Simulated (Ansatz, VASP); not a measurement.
Two plane-wave programs on C

INCAR

```
SYSTEM = C
PREC = Accurate ; ENCUT = 520
EDIFF = 1E-7 ; ISMEAR = 0
SIGMA = 0.05 ; LREAL = .FALSE.
LASPH = .TRUE. ; NELM = 60
ALGO = Normal ; ISIF = 2
LWAVE = .FALSE. ; LCHARG = .FALSE.
GGA = CA ; NBANDS = 11
```

File KPOINTS:

```
Automatic mesh
0
G
  12 12 12
  0 0 0
```

POSCAR

```
C
1.0
    1.2225127314      0.7058180546      3.3059979340
   -1.2225127314      0.7058180546      3.3059979340
    0.0000000000     -1.4116361091      3.3059979340
C
2
Direct
    0.1665711723      0.1665711723      0.1665711723
    0.8334288277      0.8334288277      0.8334288277
```

Input for Ansatz:

```yaml
crystal:
  lattice:
    - [1.2225127314, 0.7058180546, 3.305997934]
    - [-1.2225127314, 0.7058180546, 3.305997934]
    - [0.0, -1.4116361091, 3.305997934]
  atoms:
    - { symbol: C, position: [0.1665711723, 0.1665711723, 0.1665711723] }
    - { symbol: C, position: [0.8334288277, 0.8334288277, 0.8334288277] }
basis:
  ecutwfc: 420
kpoints:
  mp_grid: { grid: [12, 12, 12] }
hamiltonian:
  xc: lda
scf:
  occupations: { method: gaussian, width: 0.05 }
output:
  forces: true
  stress: true
  eigenvalues: true
  write_density: true
  write_potential: true
  elf: true
  volumetric_format: npy
```

Alike in both runs: task single point; functional LDA; k mesh 12 × 12 × 12; occupations gaussian, width 0.05 eV; no spin polarisation.

|  | VASP | Ansatz |
| --- | --- | --- |
| version | VASP 6.6.1 | Ansatz 0.2.0 |
| potentials or method | VASP PAW LDA potentials, release 64 (C), cutoff 520 eV | scalar-relativistic, plane waves, PAW |
| valence electrons in the cell | 8 | 8 |

```csv
,VASP,Ansatz,Ansatz less VASP
gap on the k mesh at the Fermi level (eV),0.73,0.72,-0.001
least direct gap on the mesh (eV),0.73,0.72,-0.001
pressure (GPa),0.8,0.0,-0.83
"traceless stress, the component that is largest in VASP (GPa)",-0.95,-0.01,+0.937
```

LDA's correlation is that of Perdew and Zunger in VASP and of Perdew and Wang (1992) in Ansatz.
